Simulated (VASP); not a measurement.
The system is Ge.

```xyz
2
Lattice="0.0000 2.8289 2.8289 2.8289 0.0000 2.8289 2.8289 2.8289 0.0000" Properties=species:S:1:pos:R:3 pbc="T T T"
Ge    4.2434    4.2434    4.2434
Ge    2.8289    2.8289    2.8289
```

Base run:

| Item | Value |
| --- | --- |
| Program | VASP 6.6.1 |
| Functional | PBE-based global hybrid |
| Potentials or basis | VASP PAW PBE potentials, release 64 (Ge_d) |
| Cutoff | 520 eV |
| k mesh | 5 × 5 × 5 |
| Occupations | fermi-dirac, width 0.05 eV |
| Spin | no spin polarisation |

Its results: band gap on the k mesh 2.15 eV, indirect (least direct gap 2.23 eV); pressure -0.3 GPa.

Task: The run is repeated on the same cell with these changes: functional from PBE-based global hybrid to PBEsol; cutoff from 520 eV to 500 eV; occupations from fermi-dirac, width 0.05 eV to fermi-dirac, width 0.03 eV. What comes out?

Result: Band gap on the k mesh zero (filled and empty bands touch); pressure 0.7 GPa.

Caveats: some runs use coarse meshes; the PAW data sets were made with another functional, which shifts forces and pressure a little.

A k mesh can miss the band edges.
